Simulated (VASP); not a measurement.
Input of a VASP 6.6.1 run:

INCAR

```
PREC     = Accurate       # precision mode
ENCUT    = 520            # plane-wave cutoff, eV
EDIFF    = 1E-7           # SCF threshold, eV
ISMEAR   = 0              # smearing method
SIGMA    = 0.1            # smearing width, eV
LREAL    = False          # projectors in reciprocal space
LASPH    = True           # aspherical terms in the spheres
NELM     = 150            # most SCF steps
ALGO     = Normal         # electronic algorithm
ISIF     = 2              # what is computed and relaxed
LWAVE    = False          # write WAVECAR
LCHARG   = False          # write CHGCAR
ISPIN    = 2              # spin polarisation
MAGMOM   = 3 -3           # initial moments
LORBIT   = 11             # projections on sites
LMAXMIX  = 4              # l up to which the mixer works
GGA      = PE             # functional
NBANDS   = 20             # bands
```

The input KPOINTS:

```
regular mesh
0
Gamma
  7 14 14
```

Contents of POSCAR:

```
Co
1.0
    0.0000000000      3.5979000000      3.5979000000
    1.7989500000      0.0000000000      1.7989500000
    1.7989500000      1.7989500000      0.0000000000
Co
2
Direct
    0.0000000000      0.0000000000      0.0000000000
    0.5000000000      0.0000000000      0.0000000000
```

Potentials or basis: VASP PAW PBE potentials, release 64 (Co).

The run is started by

```bash
$ cat potpaw_PBE.64/Co/POTCAR > POTCAR
$ mpirun -np 1 vasp_std > vasp.out
```

**Question.** What does it give for the net moment?

**Answer.** 0.00 μB per cell.

**Question.** Estimate the site moments.

**Answer.** Co +1.31, -1.31 μB.

Stress tensor (GPa, compression positive):
```
-15.32  -2.22  -2.22
 -2.22 -15.32   2.22
 -2.22   2.22 -15.32
```

Caveat: the cell stands under tension.
